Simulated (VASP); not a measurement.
# Cu (P1) in VASP: notebook, part 2 of 2

VASP 6.6.1.

**3. Single point, PBE**

INCAR

```
SYSTEM = Cu
PREC = Accurate
ENCUT = 520
EDIFF = 1E-7
ISMEAR = -1
SIGMA = 0.1
LREAL = Auto
LASPH = .True.
NELM = 60
ALGO = Normal
ISIF = 2
LWAVE = .False.
LCHARG = .False.
GGA = PE
NBANDS = 198
```

KPOINTS

```
regular mesh
0
Gamma
  2 2 2
  0 0 0
```

POSCAR

```
Cu
1.0
    7.2600000000      0.0000000000      0.0000000000
    0.0000000000      7.2600000000      0.0000000000
    0.0000000000      0.0000000000      7.2600000000
Cu
32
Direct
    0.0075757576      0.0146969697     -0.0117355372
    0.0070523416      0.2338429752      0.2396005510
    0.2469696970      0.0067493113      0.2452341598
    0.2436914601      0.2712121212      0.0149035813
   -0.0016942149     -0.0189944904      0.4982644628
   -0.0025757576      0.2474380165      0.7515151515
    0.2416253444     -0.0063774105      0.7497933884
    0.2311707989      0.2532782369      0.5149311295
   -0.0071212121      0.5092975207      0.0118044077
    0.0109779614      0.7565564738      0.2232920110
    0.2632506887      0.4918044077      0.2558264463
    0.2568044077      0.7416804408     -0.0131955923
    0.0032093664      0.5281542700      0.4876308540
   -0.0174931129      0.7526721763      0.7710468320
    0.2440633609      0.4804132231      0.7346280992
    0.2595730028      0.7348898072      0.5302341598
    0.4936363636      0.0111845730      0.0065013774
    0.5293663912      0.2476859504      0.2650275482
    0.7162947658     -0.0176308540      0.2384159780
    0.7559641873      0.2526446281     -0.0089669421
    0.4969834711      0.0081818182      0.5041735537
    0.5107575758      0.2625619835      0.7367630854
    0.7160468320      0.0017079890      0.7640633609
    0.7797658402      0.2380303030      0.4986501377
    0.5011570248      0.5020110193      0.0168870523
    0.4951652893      0.7603168044      0.2625619835
    0.7684435262      0.5002479339      0.2506749311
    0.7404820937      0.7322314050      0.0041322314
    0.5021625344      0.4979476584      0.5032506887
    0.5077961433      0.7369696970      0.7400275482
    0.7480991736      0.5160055096      0.7322451791
    0.7508126722      0.7525757576      0.4818319559
```

Potentials or basis: VASP PAW PBE potentials, release 64 (Cu).

The run is started by

```console
cat potpaw_PBE.64/Cu/POTCAR > POTCAR
mpirun -np 1 vasp_std > vasp.out
```

Wall time 32 min (1 thread of Oxide Virtual Turin-like, shared host); peak memory 0.6 GiB.

It converged, with:

```
Free energy            : -117.0436 eV
Pressure               : 3.2 GPa
Largest force          : 2.348 eV/Å
Band gap on the k mesh : zero (bands 176 and 177 overlap by 1.27 eV)
```

Forces on the atoms (eV/Å):
```
Cu  -0.439 -0.700  0.353
Cu  -0.735  0.533  0.721
Cu   0.428 -0.287  0.372
Cu   0.665 -0.607 -0.958
Cu   0.195  0.064  0.011
Cu  -0.235  0.255  0.045
Cu   0.589  0.392  0.055
Cu   0.400 -0.746 -1.190
Cu   0.582 -0.786 -0.861
Cu  -0.078  0.420  0.820
Cu  -0.398  0.498  0.351
Cu   0.145  0.101  0.177
Cu  -0.059 -0.746  0.295
Cu   0.443  0.136 -0.712
Cu   0.033  0.793  1.423
Cu  -0.494  0.912 -1.199
Cu  -0.698 -0.091 -0.557
Cu  -0.957  0.536 -0.304
Cu   2.208  0.776  0.192
Cu  -0.346  0.237  0.344
Cu  -0.281 -0.187  0.098
Cu  -0.407 -0.197  0.605
Cu   1.311 -0.341 -0.437
Cu  -0.559  0.328 -0.052
Cu   0.094 -0.409 -0.532
Cu  -0.962 -1.013 -0.332
Cu  -0.735 -0.276  0.313
Cu  -0.214  0.856 -0.082
Cu   0.252 -0.190 -0.741
Cu  -0.283  0.520  0.747
Cu   0.578 -0.959  0.458
Cu  -0.042  0.177  0.576
```

Stress tensor (GPa, compression positive):
```
 3.28  0.19 -0.07
 0.19  3.34  0.33
-0.07  0.33  3.07
```

Levels at points of the mesh, in eV from the Fermi level:
```csv
k point,band 173,band 174,band 175,band 176,band 177,band 178,band 179,band 180
"(0.00, 0.00, 0.00)",-0.38,-0.36,-0.34,-0.31,-0.30,-0.28,-0.28,-0.25
"(0.50, 0.00, 0.00)",-0.54,-0.50,-0.47,-0.40,-0.39,-0.33,-0.27,-0.24
"(0.00, 0.50, 0.00)",-0.54,-0.49,-0.46,-0.44,-0.38,-0.34,-0.30,-0.17
"(0.00, 0.00, 0.50)",-0.51,-0.49,-0.41,-0.40,-0.36,-0.34,-0.33,-0.28
"(0.50, 0.50, 0.00)",0.06,0.09,0.20,0.20,0.35,0.38,0.40,0.44
"(0.00, 0.50, 0.50)",0.12,0.16,0.18,0.22,0.32,0.35,0.38,0.41
"(0.50, 0.00, 0.50)",0.10,0.13,0.20,0.25,0.31,0.36,0.38,0.46
"(0.50, 0.50, 0.50)",0.79,0.81,0.86,0.88,0.89,0.90,0.92,0.95
```

Caveat: the k points lie up to 0.43 Å⁻¹ apart, too coarse for converged energies and pressures of a metal; forces of over 1 eV/Å act on the atoms, so gaps and moduli don't describe the material at rest.

**4. Single point, PBE**

INCAR

```
ALGO = Normal
EDIFF = 1E-7
ENCUT = 520
GGA = PE
ISIF = 2
ISMEAR = -1
LASPH = T
LCHARG = T
LELF = T
LREAL = Auto
LVHAR = T
LWAVE = F
NBANDS = 198
NELM = 60
PREC = Accurate
SIGMA = 0.1
```

KPOINTS

```
k-points
0
Gamma
  2 2 2
```

POSCAR

```
Cu
1.0
    7.2600000000      0.0000000000      0.0000000000
    0.0000000000      7.2600000000      0.0000000000
    0.0000000000      0.0000000000      7.2600000000
Cu
32
Direct
    0.0114738292      0.0066804408     -0.0146969697
    0.0030991736      0.2415840220      0.2720936639
    0.2468044077     -0.0082920110      0.2418732782
    0.2462258953      0.2494077135     -0.0004545455
   -0.0004958678     -0.0224517906      0.4922451791
   -0.0023415978      0.2565702479      0.7421074380
    0.2338016529      0.0183471074      0.7541322314
    0.2337190083      0.2526170799      0.5012534435
    0.0057851240      0.4832231405      0.0052203857
    0.0027134986      0.7526859504      0.2234573003
    0.2469834711      0.4915289256      0.2410881543
    0.2512809917      0.7384848485     -0.0014600551
    0.0199724518      0.5144628099      0.4901101928
   -0.0090082645      0.7578236915      0.7604683196
    0.2490771350      0.5167079890      0.7443526171
    0.2488429752      0.7662672176      0.5093801653
    0.4866253444     -0.0068044077     -0.0063636364
    0.4984297521      0.2340220386      0.2727272727
    0.7779476584      0.0116115702      0.2447245179
    0.7485950413      0.2424931129      0.0068595041
    0.5022451791     -0.0079338843      0.5253443526
    0.4961157025      0.2614325069      0.7415013774
    0.7460743802     -0.0022038567      0.7677410468
    0.7573691460      0.2348760331      0.5026170799
    0.5188567493      0.4790909091      0.0137327824
    0.4867217631      0.7597107438      0.2643939394
    0.7679063361      0.5248071625      0.2495867769
    0.7263911846      0.7564187328      0.0110055096
    0.4960881543      0.4842699725      0.5061294766
    0.4968732782      0.7322038567      0.7342561983
    0.7605922865      0.5112121212      0.7365151515
    0.7451928375      0.7691597796      0.4680716253
```

The run is started by

```console
cat potpaw_PBE.64/Cu/POTCAR > POTCAR
mpirun -np 1 vasp_std > vasp.out
```

Run time: 36 min. Hardware: 1 thread of Oxide Virtual Turin-like, shared host; peak memory 0.6 GiB.

The run converged. Its results:

```yaml
Free_energy: -117.2935 eV
Pressure: 2.9 GPa
Largest_force: 1.634 eV/Å
Band_gap_on_the_k_mesh: zero (bands 176 and 177 overlap by 1.25 eV)
```

Forces in eV/Å, atoms in the order of the input:
```
Cu  -0.682 -0.012  0.827
Cu   0.073  0.622 -1.024
Cu   0.022  0.451  0.321
Cu   0.509  0.214  0.092
Cu   0.130  0.742  0.613
Cu  -0.270  0.133  0.180
Cu   0.877 -0.728 -0.566
Cu   0.814 -0.360  0.144
Cu  -0.526  0.410 -0.438
Cu   0.320  0.043  0.440
Cu   0.563  0.234  0.384
Cu   0.380  0.163 -0.226
Cu  -0.895  0.162  0.288
Cu   0.124 -0.413 -0.187
Cu  -0.332 -0.862  0.376
Cu   0.006 -0.518 -0.335
Cu   0.147  0.416  0.088
Cu   0.099  0.081 -0.598
Cu  -1.309 -0.462 -0.367
Cu   0.187  0.284 -0.195
Cu  -0.301  0.690 -0.568
Cu   0.177 -0.485  0.661
Cu  -0.001  0.021 -0.585
Cu  -0.223  0.520  0.168
Cu  -0.654  0.584 -0.199
Cu   0.118 -0.448 -0.535
Cu  -0.720 -1.446  0.251
Cu   0.467 -0.189 -0.483
Cu   0.251  0.688 -0.965
Cu   0.549  0.511  0.878
Cu  -0.172 -0.301  0.207
Cu   0.270 -0.742  1.352
```

Stress tensor (GPa, compression positive):
```
3.31 0.09 0.16
0.09 2.96 0.00
0.16 0.00 2.39
```

Levels at points of the mesh, in eV from the Fermi level:
```
           k point  band 174  band 175  band 176  band 177  band 178  band 179
(0.00, 0.00, 0.00)     -0.36     -0.35     -0.34     -0.33     -0.28     -0.26
(0.50, 0.00, 0.00)     -0.49     -0.43     -0.42     -0.38     -0.36     -0.30
(0.00, 0.50, 0.00)     -0.47     -0.46     -0.41     -0.36     -0.35     -0.29
(0.00, 0.00, 0.50)     -0.49     -0.46     -0.43     -0.38     -0.34     -0.30
(0.50, 0.50, 0.00)      0.17      0.20      0.22      0.29      0.32      0.37
(0.00, 0.50, 0.50)      0.13      0.20      0.25      0.28      0.30      0.42
(0.50, 0.00, 0.50)      0.14      0.23      0.24      0.30      0.32      0.33
(0.50, 0.50, 0.50)      0.82      0.85      0.87      0.89      0.92      0.93
```

Caveat: the k points lie up to 0.43 Å⁻¹ apart, too coarse for converged energies and pressures of a metal; forces of over 1 eV/Å act on the atoms, so gaps and moduli don't describe the material at rest.

**5. The runs side by side**

| cell | gap on the mesh (eV) | pressure (GPa) | largest force (eV/Å) |
| --- | --- | --- | --- |
| as given, atomic positions A | none | 3.3 | 2.02 |
| as given, atomic positions B | none | 3.2 | 2.35 |
| as given, atomic positions C | none | 2.9 | 1.63 |

Alike in all rows: task single point; level PBE; potentials or basis VASP PAW PBE potentials, release 64 (Cu); no spin polarisation; k mesh 2 × 2 × 2; cutoff (eV) 520; smearing fermi-dirac 0.1 eV.

Caveats: all runs use coarse meshes; forces of over 1 eV/Å act on the atoms, so gaps and moduli don't describe the material at rest.

Absolute energies hang on the potentials; compare differences alone.
